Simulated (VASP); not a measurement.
BaTiO3, 5 atoms in the cell. The structure is tetragonal, space group P4/mmm (No. 123). The conventional cell has a = 4.019 Å, b = 4.019 Å, c = 4.341 Å, α = 90.00°, β = 90.00°, γ = 90.00°. Within 3.7 Å of Ba (site symmetry 4/mmm) lie 12 O at 2.84 to 2.96 Å and 8 Ti at 3.58 Å. Ti (site symmetry 4/mmm) has 6 O at 2.01 to 2.17 Å within 2.7 Å. O (site symmetry 4/mmm) has 2 Ti at 2.17 Å and 4 Ba at 2.84 Å and 8 O at 2.96 Å within 3.0 Å. O (site symmetry mmm) has 2 Ti at 2.01 Å within 2.7 Å.  This cell differs from its parent crystal: strain +0.000 along x and y, +0.080 along z.

* Program: VASP 6.6.1
* Task: single point
* Functional: PBE
* Potentials or basis: VASP PAW PBE potentials, release 64 (Ba_sv, Ti_sv, O)
* Cutoff: 520 eV
* k mesh: 8 × 8 × 8
* Occupations: gaussian, width 0.05 eV
* Spin: no spin polarisation
* Dipole correction: no
* Further INCAR settings: ALGO = Normal; EDIFF = 1e-06; NBANDS = 28

Potentials or basis: VASP PAW PBE potentials, release 64 (Ba_sv, Ti_sv, O).

Launch:

```bash
$ cat potpaw_PBE.64/Ba_sv/POTCAR potpaw_PBE.64/Ti_sv/POTCAR potpaw_PBE.64/O/POTCAR > POTCAR
$ mpirun -np 1 vasp_std > vasp.out
```

Hardware: 1 thread of Intel(R) Xeon(R) 6975P-C (Granite Rapids), with other jobs on the host.

**Question.** How long does it take, and how much memory?

**Answer.** Wall time 59 s on 1 thread of Intel(R) Xeon(R) 6975P-C (Granite Rapids), on a shared host, peak memory 0.28 GiB. Counts: scf iterations 16, k points 75.
